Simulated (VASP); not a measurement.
SbP2: relaxation of cell and atoms with PBE

SbP2:

```xyz
3
Lattice="3.9685 0.0000 0.0000 -1.9843 3.4368 0.0000 0.0000 0.0000 4.2850" Properties=species:S:1:pos:R:3 pbc="T T T"
Sb    0.0000    0.0000    0.0000
P     0.0000    2.2912    2.1425
P     1.9843    1.1456    2.1425
```

```
Program                : VASP 6.6.1
Task                   : relaxation of cell and atoms
Functional             : PBE
Potentials or basis    : VASP PAW PBE potentials, release 64 (Sb, P)
Cutoff                 : 600 eV
k mesh                 : 12 × 12 × 12
Occupations            : gaussian, width 0.1 eV
Spin                   : no spin polarisation
Dipole correction      : no
Further INCAR settings : ALGO = Normal; EDIFF = 1e-06; IBRION = 2; EDIFFG = -0.01; NSW = 100; ISIF = 3
```

| Quantity | Value |
| --- | --- |
| Relaxed volume | 19.35 Å³/atom |
| Relaxed cell | a = 4.265 Å, b = 4.265 Å, c = 3.686 Å, α = 90.00°, β = 90.00°, γ = 120.00° |
| Space group after relaxing (to 0.05 Å) | P6/mmm (No. 191) |
| Energy gained by relaxing | 72.1 meV/atom |
| Ionic steps | 10 |
| Pressure after relaxing | 0.0 GPa |

The path:
```
step  energy change (eV)  largest force (eV/Å)  pressure (GPa)  volume (Å³)
   1              0.0000                0.0000            2.97        58.44
   2             -0.0817                0.0000           -1.10        61.51
   3             -0.0863                0.0000           -2.39        62.63
   4             -0.1400                0.0000           -1.93        61.41
   5             -0.2048                0.0000            0.34        57.25
   6             -0.2148                0.0000           -0.64        58.71
   7             -0.2157                0.0000           -0.50        58.45
   8             -0.2158                0.0000           -0.44        58.35
   9             -0.2158                0.0000            0.46        57.75
  10             -0.2164                0.0000           -0.01        58.06
```

Final structure:
```cif
data_structure
_symmetry_space_group_name_H-M 'P 1'
_symmetry_Int_Tables_number 1
_cell_length_a 4.2650
_cell_length_b 4.2650
_cell_length_c 3.6855
_cell_angle_alpha 90.000
_cell_angle_beta 90.000
_cell_angle_gamma 120.000
_cell_volume 58.06
loop_
_atom_site_label
_atom_site_type_symbol
_atom_site_fract_x
_atom_site_fract_y
_atom_site_fract_z
_atom_site_occupancy
Sb1 Sb 0.00000 0.00000 0.00000 1
P1 P 0.33333 0.66667 0.50000 1
P2 P 0.66667 0.33333 0.50000 1
```

Levels at points of the mesh, in eV from the Fermi level:
```csv
k point,band 5,band 6,band 7,band 8,band 9,band 10,band 11
"(0.00, 0.00, 0.00)",-4.50,-3.81,-2.89,-2.89,2.28,2.57,4.77
"(0.50, 0.00, 0.00)",-1.52,-1.05,-0.43,0.15,2.03,2.44,3.03
"(0.00, 0.00, 0.50)",-4.08,-1.02,-0.51,-0.35,-0.35,0.14,0.14
"(0.50, 0.00, 0.50)",-5.13,-4.48,-1.81,-1.25,2.99,3.66,5.28
```

It took 2.5 min on 1 thread of Intel(R) Xeon(R) 6975P-C (Granite Rapids), with other jobs on the host, peak memory 0.28 GiB.

Caveat: spin-orbit coupling is left out, which moves the levels of the heavy elements.
